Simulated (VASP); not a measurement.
Wanted: the native input for a VASP 6.6.1 run.

- Task: single point
- Functional: PBE
- Potentials or basis: VASP PAW PBE potentials, release 64 (Mg, Li_sv)
- Cutoff: 650 eV
- k mesh: 1 × 1 × 1, shifted
- Occupations: fermi-dirac, width 0.0974 eV
- Spin: no spin polarisation
- Dipole correction: no
- Further INCAR settings: LREAL = Auto; ALGO = Normal; EDIFF = 1e-06; NBANDS = 32; ISYM = -1

The structure of Li5Mg11 lies in POSCAR:

```
Li5Mg11
1.0
    6.9874180000      0.1521120000      0.1432780000
    0.1521120000      7.2620990000     -0.0841100000
    0.1432780000     -0.0841100000      7.1109010000
Mg Li
11 5
Direct
    0.4244495885      0.7741276868      0.1885718268
    0.7628716379      0.4310328240      0.1339195199
    0.8885715146      0.6496219140      0.8462019018
    0.0463374821      0.2054760041      0.8227032615
    0.1865349276      0.8699563021      0.4852573075
    0.3404247111      0.4913384151      0.9228616883
    0.2846049473      0.1478246189      0.1640333484
   -0.0877511748      0.8118318193      0.1907744162
    0.6773002374      0.7485221619      0.5265073970
    0.4114784303      0.4621516989      0.3764736386
    0.5028750730      0.1183527573      0.5583256912
    0.7250613278      0.0630511772     -0.0966541515
    0.1739715592      0.8888832827      0.8499293797
    0.7221420753      0.4361175968      0.6575869610
    0.8787083773      0.0879352558      0.4505245756
   -0.0270276808      0.4550792470      0.4380134370
```

The input as run:

INCAR

```
SYSTEM = Li5Mg11
  PREC = Accurate
  ENCUT = 650
  EDIFF = 1E-6
  ISMEAR = -1
  SIGMA = 0.0974
  LREAL = Auto
  LASPH = .True.
  NELM = 120
  ALGO = Normal
  ISIF = 2
  LWAVE = .False.
  LCHARG = .True.
  GGA = PE
  LELF = .True.
  LVHAR = .True.
  ISYM = -1
  NBANDS = 32
  GGA_COMPAT = .False.
```

KPOINTS

```
explicit points
1
Reciprocal
  0.25000000   0.25000000   0.25000000 1
```

Potentials or basis: VASP PAW PBE potentials, release 64 (Mg, Li_sv).

Run with:

```bash
$ cat potpaw_PBE.64/Mg/POTCAR potpaw_PBE.64/Li_sv/POTCAR > POTCAR
$ mpirun -np 1 vasp_std > vasp.out
```

Results of the run:

```
Pressure               : 3.1 GPa
Largest force          : 2.045 eV/Å
Band gap on the k mesh : zero (an odd number of electrons rules out a gap without spin polarisation)
```

Caveat: the atoms stand as in a frame of molecular dynamics.

It took 77 s on 1 thread of AMD EPYC 7R13 Processor (Zen 3) (shared host), peak memory 0.41 GiB.
